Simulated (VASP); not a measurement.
Here is a VASP 6.6.1 calculation.

INCAR

```
ALGO     = Fast           # electronic algorithm
EDIFF    = 1E-6           # SCF threshold, eV
ENCUT    = 520            # plane-wave cutoff, eV
GGA      = PS             # functional
ISIF     = 2              # what is computed and relaxed
ISMEAR   = 0              # smearing method
LASPH    = True           # aspherical terms in the spheres
LCHARG   = True           # write CHGCAR
LELF     = True           # ELF
LREAL    = False          # projectors in reciprocal space
LVHAR    = True         
LWAVE    = False          # write WAVECAR
NBANDS   = 21             # bands
NELM     = 80             # most SCF steps
PREC     = Accurate       # precision mode
SIGMA    = 0.15           # smearing width, eV
```

The input KPOINTS:

```
k-points
0
Gamma
  16 16 12
```

File POSCAR:

```
W
1.0
    0.0000000000     -1.9991269216     -1.9991269216
    0.0000000000      1.9991269216     -1.9991269216
    3.9982538432      0.0000000000      0.0000000000
W
2
Direct
    0.5000000000      0.5000000000      0.4897955454
    0.0000000000      0.0000000000      0.0102044546
```

Potentials or basis: VASP PAW PBE potentials, release 64 (W_sv).

Run with:

```sh
$ cat potpaw_PBE.64/W_sv/POTCAR > POTCAR
$ mpirun -np 1 vasp_std > vasp.out
```

Problem. Predict the pressure.

Solution. 1.5 GPa.

Problem. Predict the largest force.

Solution. 1.274 eV/Å.

Problem. Estimate the band gap on the k mesh.

Solution. Zero (band 14 reaches 13.91 eV, above the bottom of band 15 at 10.28 eV).

Stress tensor (GPa, compression positive):
```
-0.76  0.00  0.00
 0.00  2.67  0.00
 0.00  0.00  2.67
```

Caveat: the cell differs from its parent crystal (mode 4 frozen in at +0.000 Å and mode 6 at -0.041 Å (largest displacements)); the PAW data sets were made with another functional, which shifts forces and pressure a little; spin-orbit coupling is left out, which moves the levels of the heavy elements.
